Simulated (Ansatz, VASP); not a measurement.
## SbAu in VASP and in Ansatz

```xyz
2
Lattice="0.0000 3.1417 3.1417 3.1417 0.0000 3.1417 3.1417 3.1417 0.0000" Properties=species:S:1:pos:R:3 pbc="T T T"
Au    0.0000    0.0000    0.0000
Sb    1.5708    1.5708    1.5708
```

Change from the starting cell: volume scaled by 1.03, PAW files.

Alike in both runs: task electric field gradients; functional PBE; k mesh 10 × 10 × 10; occupations fermi-dirac, width 0.08 eV; no spin polarisation.

|  | VASP | Ansatz |
| --- | --- | --- |
| version | VASP 6.6.1 | Ansatz 0.2.0 |
| potentials or method | VASP PAW PBE potentials, release 64 (Au, Sb) | PAW with Ansatz's default frozen-core files, scalar-relativistic |
| plane-wave cutoff (eV) | 520 | 420 |
| valence electrons in the cell | 16 | 34 |

```csv
,VASP,Ansatz,Ansatz less VASP
pressure (GPa),-1.8,-1.6,+0.21
```

VASP's potentials hold 16 valence electrons a cell and Ansatz's 34, so a difference there can come from the potentials and not from the codes.

Neither program's run includes spin-orbit coupling.
